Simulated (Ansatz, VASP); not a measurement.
## Two plane-wave programs on GeSb4Te7

INCAR

```
SYSTEM = GeSb4Te7
ALGO     = Normal         ! electronic algorithm
EDIFF    = 1E-7           ! SCF threshold, eV
ENCUT    = 520            ! plane-wave cutoff, eV
GGA      = PE             ! functional
ISIF     = 2              ! what is computed and relaxed
ISMEAR   = 0              ! smearing method
LASPH    = .True.         ! aspherical terms in the spheres
LCHARG   = .False.        ! write CHGCAR
LREAL    = .False.        ! projectors in reciprocal space
LWAVE    = .False.        ! write WAVECAR
NBANDS   = 50             ! bands
NELM     = 100            ! most SCF steps
PREC     = Accurate       ! precision mode
SIGMA    = 0.01           ! smearing width, eV
```

The input KPOINTS:

```
k-points
0
Gamma
  12 12 2
  0 0 0
```

POSCAR

```
GeSb4Te7
1.0
    4.2656563157      0.0000000000      0.0000000000
   -2.1328281578      3.6941667332      0.0000000000
    0.0000000000      0.0000000000     24.2241407580
Ge Sb Te
1 4 7
Direct
    0.0000000000      0.0000000000      0.5000000000
    0.6666666667      0.3333333333      0.9182116933
    0.3333333333      0.6666666667      0.3480242700
    0.3333333333      0.6666666667      0.0817883067
    0.6666666667      0.3333333333      0.6519757300
    0.3333333333      0.6666666667      0.8477998490
    0.6666666667      0.3333333333      0.1522001510
    0.0000000000      0.0000000000      0.7219454116
    0.6666666667      0.3333333333      0.4308888126
    0.3333333333      0.6666666667      0.5691111874
    0.0000000000      0.0000000000      0.0000000000
    0.0000000000      0.0000000000      0.2780545884
```

Input for Ansatz:

```yaml
crystal:
  lattice:
    - [4.2656563157, 0.0, 0.0]
    - [-2.1328281578, 3.6941667332, 0.0]
    - [0.0, 0.0, 24.224140758]
  atoms:
    - { symbol: Ge, position: [0.0, 0.0, 0.5] }
    - { symbol: Sb, position: [0.6666666667, 0.3333333333, 0.9182116933] }
    - { symbol: Sb, position: [0.3333333333, 0.6666666667, 0.34802427] }
    - { symbol: Sb, position: [0.3333333333, 0.6666666667, 0.0817883067] }
    - { symbol: Sb, position: [0.6666666667, 0.3333333333, 0.65197573] }
    - { symbol: Te, position: [0.3333333333, 0.6666666667, 0.847799849] }
    - { symbol: Te, position: [0.6666666667, 0.3333333333, 0.152200151] }
    - { symbol: Te, position: [0.0, 0.0, 0.7219454116] }
    - { symbol: Te, position: [0.6666666667, 0.3333333333, 0.4308888126] }
    - { symbol: Te, position: [0.3333333333, 0.6666666667, 0.5691111874] }
    - { symbol: Te, position: [0.0, 0.0, 0.0] }
    - { symbol: Te, position: [0.0, 0.0, 0.2780545884] }
kpoints:
  mp_grid: { grid: [12, 12, 2] }
  band_path:
    path:
      - [0.0, 0.0, 0.0]
      - [0.5, 0.0, 0.0]
      - [0.3333333333, 0.3333333333, 0.0]
      - [0.0, 0.0, 0.5]
      - [0.5, 0.0, 0.5]
      - [0.3333333333, 0.3333333333, 0.5]
    npoints: 1
hamiltonian:
  xc: pbe
scf:
  occupations: { method: fixed }
  n_extra_bands: 7
output:
  forces: true
  stress: true
  eigenvalues: true
```

Alike in both runs: task single point; functional PBE; k mesh 12 × 12 × 2; no spin polarisation.

```csv
,VASP,Ansatz
version,VASP 6.6.1,Ansatz 0.2.0
potentials or method,"VASP PAW PBE potentials, release 64 (Ge_d, Sb, Te)","plane waves, PAW"
plane-wave cutoff (eV),520,420
occupations,"gaussian, width 0.01 eV",fixed
valence electrons in the cell,76,186
```

|  | VASP | Ansatz | Ansatz less VASP |
| --- | --- | --- | --- |
| gap on the k mesh at the Fermi level (eV) | 0.31 | 0.32 | +0.008 |
| pressure (GPa) | 1.6 | 1.6 | 0.00 |
| traceless stress, the component that is largest in VASP (GPa) | -0.12 | -0.13 | -0.010 |
| rms of the force components (eV/Å) | 0.070 | 0.061 | -0.0090 |

Atom by atom the forces differ by 0.011 eV/Å (rms over components). VASP's potentials hold 76 valence electrons a cell and Ansatz's 186, so a difference there can come from the potentials and not from the codes.

Neither program's run includes spin-orbit coupling.
